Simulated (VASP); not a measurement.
# Si31C32 (a cell with a defect) in VASP: further runs, part 2 of 2

VASP 6.6.1. The steps go on from the part before.

**3. Single point, PBEsol, collinear spin**

INCAR

```
SYSTEM = Si31C32
PREC = Accurate
ENCUT = 520
EDIFF = 1E-6
ISMEAR = -1
SIGMA = 0.05
LREAL = Auto
LASPH = .True.
NELM = 200
ALGO = Normal
ISIF = 2
LWAVE = .False.
LCHARG = .False.
ISPIN = 2
MAGMOM = 0 0 0 0 0 0 0 0 0 0 0 0 0 0 0 0 0 0 0 0 0 0 0 0 0 0 0 0 0 0 0 0 0 0 0 0 0 0 0.5 0 0.5 0 0 0 0 0 0 0 0 0.5 0 0 0 0 0 0 0 0 0 0.5 0 0 0
LORBIT = 11
GGA = PS
NELECT = 254.0
ISYM = -1
NBANDS = 167
GGA_COMPAT = .False.
```

KPOINTS

```
explicit points
1
Reciprocal
  0.25000000   0.25000000   0.25000000 1
```

POSCAR

```
Si31C32
1.0
    8.7137060000      0.0000000000      0.0000000000
    0.0000000000      8.7137060000      0.0000000000
    0.0000000000      0.0000000000      8.7137060000
Si C
31 32
Direct
    0.0000860000      0.9997460000      0.0003090000
    0.9998530000      0.9994830000      0.5013150000
    0.9998390000      0.5007580000      0.0000140000
    0.9997840000      0.4999310000      0.5004710000
    0.5011690000      0.9994490000      0.9999100000
    0.5002320000      0.9995220000      0.5004380000
    0.5002330000      0.4998680000      0.0000050000
    0.2505070000      0.2500640000      0.9997230000
    0.2511120000      0.2507580000      0.5004410000
    0.2507250000      0.7492500000      0.0004370000
    0.2525910000      0.7479440000      0.5011310000
    0.7495950000      0.2503650000      0.0004840000
    0.7484220000      0.2522560000      0.5010910000
    0.7501870000      0.7496480000      0.9992220000
    0.7460640000      0.7458360000      0.5048460000
    0.2503950000      0.9991550000      0.2506380000
    0.2507320000      0.9999320000      0.7497730000
    0.2511350000      0.4998320000      0.2513030000
    0.2526350000      0.5003880000      0.7484290000
    0.7496180000      0.9999330000      0.2508850000
    0.7501240000      0.9986000000      0.7503260000
    0.7482280000      0.5005240000      0.2529360000
    0.7461100000      0.5042090000      0.7463520000
    0.9994780000      0.2501670000      0.2506780000
    0.0003480000      0.2503270000      0.7497970000
    0.0003470000      0.7491230000      0.2508620000
    0.9989000000      0.7497550000      0.7502750000
    0.5003070000      0.2507510000      0.2512780000
    0.5007750000      0.2523590000      0.7483280000
    0.5007760000      0.7479590000      0.2528460000
    0.5046980000      0.7457370000      0.7463720000
    0.1253310000      0.1250400000      0.1255810000
    0.1244980000      0.1240670000      0.6250910000
    0.1245530000      0.6245270000      0.1246240000
    0.1251540000      0.6254570000      0.6260810000
    0.6249150000      0.1240900000      0.1245660000
    0.6258720000      0.1248390000      0.6261260000
    0.6258640000      0.6255370000      0.1255160000
    0.6323450000      0.6318920000      0.6324680000
    0.3750200000      0.3746800000      0.1251080000
    0.3643130000      0.3639810000      0.6347410000
    0.3757400000      0.8756800000      0.1249080000
    0.3757670000      0.8752690000      0.6261430000
    0.8759670000      0.3754400000      0.1249560000
    0.8756880000      0.3753310000      0.6262250000
    0.8754880000      0.8750520000      0.1257010000
    0.8764530000      0.8761300000      0.6246730000
    0.3749930000      0.1245210000      0.3751760000
    0.3757900000      0.1243830000      0.8761770000
    0.3642200000      0.6343480000      0.3645610000
    0.3757250000      0.6255630000      0.8758060000
    0.8760940000      0.1244170000      0.3759620000
    0.8754430000      0.1250840000      0.8756170000
    0.8756960000      0.6255590000      0.3759150000
    0.8764290000      0.6240680000      0.8766400000
    0.1248220000      0.3746550000      0.3752270000
    0.1248000000      0.3754070000      0.8762390000
    0.1248000000      0.8756070000      0.3759930000
    0.1254270000      0.8750480000      0.8756090000
    0.6347950000      0.3638320000      0.3645330000
    0.6258540000      0.3753500000      0.8758940000
    0.6258850000      0.8754220000      0.3759280000
    0.6246000000      0.8759570000      0.8766610000
```

Potentials or basis: VASP PAW PBE potentials, release 64 (Si, C).

On the command line:

```sh
cat potpaw_PBE.64/Si/POTCAR potpaw_PBE.64/C/POTCAR > POTCAR
mpirun -np 1 vasp_std > vasp.out
```

Run time: 5.6 min. Hardware: 1 thread of AMD EPYC 9R45 (Zen 5), shared host; peak memory 0.92 GiB.

It converged, with:

* Free energy: -478.4397 eV
* Largest force: 0.055 eV/Å
* Net moment: 2.00 μB per cell
* Site moments: Si -0.00, +0.01, -0.01, +0.00 (each value once); C +0.00, +0.01, +0.27, +0.03 (each value once) μB
* Valence electrons inside the program's atomic spheres: Si 1.70, 1.71, 1.69 (each value once); C 2.54, 2.55, 2.49, 2.53 (each value once)

Forces on the atoms (eV/Å):
```
Si   0.005 -0.001 -0.001
Si   0.004 -0.004 -0.009
Si   0.004 -0.008  0.003
Si   0.009 -0.007  0.003
Si  -0.008 -0.004  0.011
Si   0.001  0.005  0.006
Si   0.004  0.015  0.014
Si  -0.003  0.005 -0.013
Si  -0.003 -0.002  0.002
Si   0.003 -0.004  0.018
Si   0.009 -0.015 -0.030
Si  -0.001  0.000  0.013
Si  -0.024 -0.004 -0.024
Si  -0.013  0.001 -0.013
Si   0.026  0.009 -0.047
Si   0.011 -0.016  0.005
Si   0.001  0.012  0.003
Si  -0.005  0.019  0.012
Si   0.005 -0.011 -0.006
Si  -0.002  0.024  0.005
Si  -0.009 -0.017 -0.006
Si  -0.002 -0.031 -0.004
Si   0.012 -0.034  0.014
Si  -0.011 -0.003 -0.004
Si   0.018 -0.001  0.006
Si   0.022  0.015  0.012
Si  -0.009 -0.014 -0.001
Si   0.007 -0.006  0.006
Si  -0.015 -0.005  0.010
Si  -0.024 -0.006  0.010
Si  -0.042  0.011  0.003
C    0.009  0.006  0.004
C    0.013  0.018  0.007
C    0.002  0.001  0.010
C    0.004  0.009 -0.001
C    0.010  0.010  0.024
C    0.003  0.004 -0.013
C   -0.011 -0.008 -0.011
C   -0.012 -0.006 -0.007
C    0.006 -0.009  0.005
C    0.021  0.032  0.002
C   -0.001 -0.010  0.008
C    0.015 -0.011  0.004
C   -0.008 -0.002  0.011
C   -0.011  0.018 -0.008
C   -0.009 -0.010 -0.001
C   -0.020 -0.021  0.022
C    0.004  0.010  0.001
C   -0.006  0.016 -0.016
C    0.031 -0.005  0.016
C    0.010  0.000 -0.014
C   -0.020  0.003 -0.006
C   -0.008  0.009 -0.002
C   -0.031  0.014  0.016
C   -0.014  0.027 -0.019
C    0.013  0.005  0.002
C    0.008 -0.013 -0.012
C    0.000 -0.009 -0.008
C    0.007 -0.002 -0.005
C   -0.008  0.031  0.019
C    0.009  0.011 -0.025
C    0.008 -0.033  0.011
C    0.018 -0.007 -0.014
```

Levels at points of the mesh, in eV from the Fermi level:
Spin up:
| k point | band 124 | band 125 | band 126 | band 127 | band 128 | band 129 | band 130 | band 131 | band 132 | band 133 |
| --- | --- | --- | --- | --- | --- | --- | --- | --- | --- | --- |
| (0.25, 0.25, 0.25) | -1.51 | -1.51 | -0.58 | -0.58 | -0.32 | 1.04 | 1.04 | 1.11 | 2.39 | 2.40 |
Spin down:
```
           k point  band 122  band 123  band 124  band 125  band 126  band 127  band 128  band 129  band 130  band 131
(0.25, 0.25, 0.25)     -1.78     -1.47     -1.47     -1.40     -0.20      0.23      0.23      1.06      1.06      1.14
```

Caveat: the cell carries a net charge on a neutralising background, which shifts energy and pressure; the cell is charged against a uniform background, so pressure and absolute levels hang on convention; the PAW data sets were made with another functional, which shifts forces and pressure a little.

**4. Single point, PBEsol, collinear spin**

INCAR

```
SYSTEM = Si31C32
  PREC = Accurate
  ENCUT = 520
  EDIFF = 1E-7
  ISMEAR = -1
  SIGMA = 0.05
  LREAL = Auto
  LASPH = .True.
  NELM = 150
  ALGO = Normal
  ISIF = 2
  LWAVE = .False.
  LCHARG = .True.
  ISPIN = 2
  MAGMOM = 0 0 0 0 0 0 0 0 0 0 0 0 0 0 0 0 0 0 0 0 0 0 0 0 0 0 0 0 0 0 0 0 0 0 0 0 0 0 0.75 0 0.75 0 0 0 0 0 0 0 0 0.75 0 0 0 0 0 0 0 0 0 0.75 0 0 0
  LORBIT = 11
  GGA = PS
  LELF = .True.
  LVHAR = .True.
  NBANDS = 167
  NELECT = 253.0
  ISYM = 0
```

KPOINTS

```
Automatic mesh
0
Gamma
  1 1 1
  0.25 0.25 0.25
```

POSCAR

```
Si31C32
1.0
    8.7137060000      0.0000000000      0.0000000000
    0.0000000000      8.7137060000      0.0000000000
    0.0000000000      0.0000000000      8.7137060000
Si C
31 32
Direct
    0.0001160000      0.9997200000      0.0002970000
    0.9998610000      0.9995100000      0.5006260000
    0.9998850000      0.5000420000      0.0000790000
    0.0002990000      0.4996700000      0.5003020000
    0.5004590000      0.9995030000      0.0000110000
    0.5000740000      0.9999400000      0.5002790000
    0.5000570000      0.4996830000      0.0005390000
    0.2503350000      0.2499350000      0.0000620000
    0.2511810000      0.2508300000      0.5004900000
    0.2498230000      0.7495490000      0.0008220000
    0.2514630000      0.7484040000      0.5009110000
    0.7499330000      0.2494710000      0.0008060000
    0.7487790000      0.2510900000      0.5009070000
    0.7498850000      0.7495140000      0.9995820000
    0.7493850000      0.7490050000      0.4989950000
    0.2503140000      0.9994970000      0.2504880000
    0.2498410000      0.0002580000      0.7501260000
    0.2511630000      0.4999250000      0.2513970000
    0.2514990000      0.5002940000      0.7490120000
    0.7499320000      0.0002620000      0.2499960000
    0.7498970000      0.9989900000      0.7501080000
    0.7487600000      0.5003180000      0.2517020000
    0.7494160000      0.4983690000      0.7495910000
    0.9998270000      0.2499780000      0.2505000000
    0.0006280000      0.2494790000      0.7501250000
    0.0006230000      0.7495180000      0.2500090000
    0.9993970000      0.7495510000      0.7501280000
    0.5003120000      0.2507880000      0.2513660000
    0.5006780000      0.2511380000      0.7489730000
    0.5006450000      0.7484320000      0.2516980000
    0.4987700000      0.7489580000      0.7495780000
    0.1253210000      0.1249610000      0.1255020000
    0.1244590000      0.1241100000      0.6250520000
    0.1244420000      0.6244930000      0.1246530000
    0.1249650000      0.6253460000      0.6259270000
    0.6248920000      0.1240860000      0.1246010000
    0.6256990000      0.1246110000      0.6259040000
    0.6257070000      0.6253560000      0.1251620000
    0.6363690000      0.6359380000      0.6365300000
    0.3751280000      0.3747580000      0.1252710000
    0.3658280000      0.3654800000      0.6353470000
    0.3753770000      0.8756200000      0.1247390000
    0.3748560000      0.8756050000      0.6258410000
    0.8759340000      0.3750440000      0.1247660000
    0.8759660000      0.3744640000      0.6258310000
    0.8752440000      0.8748440000      0.1251750000
    0.8754270000      0.8750670000      0.6251420000
    0.3751460000      0.1247390000      0.3753060000
    0.3754260000      0.1242250000      0.8761000000
    0.3657890000      0.6348170000      0.3660010000
    0.3748320000      0.6252500000      0.8761810000
    0.8759510000      0.1242320000      0.3755520000
    0.8752540000      0.1246150000      0.8753990000
    0.8759740000      0.6252380000      0.3750520000
    0.8754480000      0.6245630000      0.8756130000
    0.1250530000      0.3747900000      0.3753000000
    0.1246050000      0.3750200000      0.8761530000
    0.1245740000      0.8755860000      0.3755980000
    0.1250230000      0.8748660000      0.8754330000
    0.6352150000      0.3653730000      0.3659520000
    0.6256360000      0.3744840000      0.8761550000
    0.6256140000      0.8756360000      0.3750150000
    0.6249530000      0.8750280000      0.8756010000
```

On the command line:

```sh
cat potpaw_PBE.64/Si/POTCAR potpaw_PBE.64/C/POTCAR > POTCAR
mpirun -np 1 vasp_std > vasp.out
```

It took 54 min on 1 thread of Oxide Virtual Turin-like, shared host; peak memory 1.2 GiB.

The run converged. Its results:

* Free energy: -487.1458 eV
* Largest force: 0.171 eV/Å
* Net moment: 2.98 μB per cell
* Site moments: Si -0.00, +0.01, -0.01 (each value once); C +0.00, +0.02, +0.31, +0.30, +0.03 (each value once) μB
* Valence electrons inside the program's atomic spheres: Si 1.69, 1.70 (each value once); C 2.53, 2.54, 2.47 (each value once)

Forces in eV/Å, atoms in the order of the input:
```
Si   0.037  0.040  0.036
Si   0.027  0.028 -0.065
Si   0.024 -0.058  0.022
Si   0.021  0.056  0.042
Si  -0.065  0.026  0.029
Si   0.045  0.022  0.043
Si   0.051  0.052  0.013
Si   0.035  0.034  0.007
Si   0.087  0.087 -0.087
Si   0.082  0.058  0.028
Si  -0.007  0.086  0.025
Si   0.060  0.078  0.024
Si   0.084 -0.007  0.021
Si   0.020  0.016  0.034
Si  -0.059 -0.056  0.132
Si   0.034  0.012  0.040
Si   0.081  0.028  0.055
Si   0.089 -0.083  0.083
Si  -0.012  0.032  0.079
Si   0.058  0.024  0.082
Si   0.016  0.040  0.011
Si   0.088  0.031 -0.013
Si  -0.063  0.147 -0.060
Si   0.016  0.031  0.032
Si   0.029  0.076  0.058
Si   0.025  0.064  0.088
Si   0.033  0.012  0.011
Si  -0.085  0.085  0.082
Si   0.030 -0.009  0.081
Si   0.034  0.086 -0.015
Si   0.142 -0.056 -0.060
C   -0.034 -0.034 -0.029
C    0.001 -0.005  0.012
C    0.003  0.011 -0.003
C   -0.046 -0.043 -0.042
C    0.007 -0.003  0.003
C   -0.039 -0.048 -0.038
C   -0.047 -0.042 -0.037
C   -0.074 -0.068 -0.068
C   -0.042 -0.045 -0.018
C   -0.047 -0.052 -0.077
C   -0.005 -0.084  0.009
C   -0.047 -0.045 -0.038
C   -0.080 -0.006  0.007
C   -0.039 -0.048 -0.035
C   -0.033 -0.033 -0.031
C    0.048  0.045 -0.027
C   -0.047 -0.032 -0.038
C   -0.013  0.012 -0.074
C   -0.048 -0.076 -0.043
C   -0.044 -0.035 -0.040
C   -0.081  0.007 -0.004
C   -0.034 -0.032 -0.027
C   -0.043 -0.035 -0.046
C    0.038 -0.021  0.045
C   -0.022 -0.048 -0.036
C    0.007 -0.009 -0.078
C    0.011 -0.084 -0.012
C   -0.035 -0.031 -0.031
C   -0.077 -0.046 -0.039
C   -0.036 -0.047 -0.035
C   -0.031 -0.047 -0.041
C   -0.030  0.046  0.050
```

Levels at points of the mesh, in eV from the Fermi level:
Spin up:
```csv
k point,band 125,band 126,band 127,band 128,band 129,band 130,band 131,band 132
"(0.25, 0.25, 0.25)",-1.13,-0.70,-0.28,-0.28,1.49,1.49,1.52,2.83
```
Spin down:
| k point | band 121 | band 122 | band 123 | band 124 | band 125 | band 126 | band 127 | band 128 | band 129 | band 130 |
| --- | --- | --- | --- | --- | --- | --- | --- | --- | --- | --- |
| (0.25, 0.25, 0.25) | -1.47 | -1.36 | -1.06 | -1.06 | -1.00 | 0.28 | 0.64 | 0.64 | 1.52 | 1.52 |

Caveat: the cell carries a net charge on a neutralising background, which shifts energy and pressure; the cell is charged against a uniform background, so pressure and absolute levels hang on convention; the PAW data sets were made with another functional, which shifts forces and pressure a little.
